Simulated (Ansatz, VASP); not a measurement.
C: VASP beside Ansatz

INCAR

```
SYSTEM = C
PREC = Accurate
ENCUT = 520
EDIFF = 1E-6
ISMEAR = 0
SIGMA = 0.1
LREAL = .FALSE.
LASPH = .TRUE.
NELM = 150
ALGO = Normal
ISIF = 2
LWAVE = .FALSE.
LCHARG = .FALSE.
ISPIN = 2
MAGMOM = 1 1 1 1
LORBIT = 11
GGA = PE
NBANDS = 20
```

KPOINTS

```
regular mesh
0
G
  8 8 8
  0 0 0
```

Contents of POSCAR:

```
C
1.0
   -1.4573983733      1.4573983733      2.9632540511
    1.4573983733     -1.4573983733      2.9632540511
    1.4573983733      1.4573983733     -2.9632540511
C
4
Direct
    0.3750000000      0.0010115832      0.1260115832
    0.7510115832      0.1250000000      0.1260115832
    0.9989884168      0.6250000000      0.8739884168
    0.8750000000      0.2489884168      0.8739884168
```

Input for Ansatz:

```yaml
crystal:
  lattice:
    - [-1.4573983733, 1.4573983733, 2.9632540511]
    - [1.4573983733, -1.4573983733, 2.9632540511]
    - [1.4573983733, 1.4573983733, -2.9632540511]
  atoms:
    - { symbol: C, position: [0.375, 0.0010115832, 0.1260115832], spin: 1.0 }
    - { symbol: C, position: [0.7510115832, 0.125, 0.1260115832], spin: 1.0 }
    - { symbol: C, position: [0.9989884168, 0.625, 0.8739884168], spin: 1.0 }
    - { symbol: C, position: [0.875, 0.2489884168, 0.8739884168], spin: 1.0 }
basis:
  ecutwfc: 420
kpoints:
  mp_grid: { grid: [8, 8, 8] }
hamiltonian:
  xc: pbe
scf:
  occupations: { method: gaussian, width: 0.1 }
  lower_state_search: "off"
output:
  forces: true
  stress: true
  eigenvalues: true
  populations: true
magnetization:
  spin_polarized: true
```

Alike in both runs: task single point; functional PBE; k mesh 8 × 8 × 8; occupations gaussian, width 0.1 eV; collinear spin.

|  | VASP | Ansatz |
| --- | --- | --- |
| version | VASP 6.6.1 | Ansatz 0.2.0 |
| potentials or method | VASP PAW PBE potentials, release 64 (C), cutoff 520 eV | scalar-relativistic, plane waves, PAW |
| valence electrons in the cell | 16 | 16 |

Ansatz gave:

| Item | Value |
| --- | --- |
| gap on the k mesh at the Fermi level (eV) | none |
| pressure (GPa) | 0.1 |
| traceless stress, the component that is largest in VASP (GPa) | 0.00 |
| rms of the force components (eV/Å) | 0.005 |
| net moment per atom (μB) | 0.00 |

Problem. What did VASP give for the same quantities?

Solution. gap on the k mesh at the Fermi level (eV): none; pressure (GPa): 0.5; traceless stress, the component that is largest in VASP (GPa): 0.12; rms of the force components (eV/Å): 0.002; net moment per atom (μB): 0.00.

Atom by atom the forces differ by 0.003 eV/Å (rms over components). A gap of «none» marks a metal or a gap that the smearing closes. Ansatz's warnings: seeded moment not kept.

The k mesh is coarse, so the values compare programs but aren't converged.
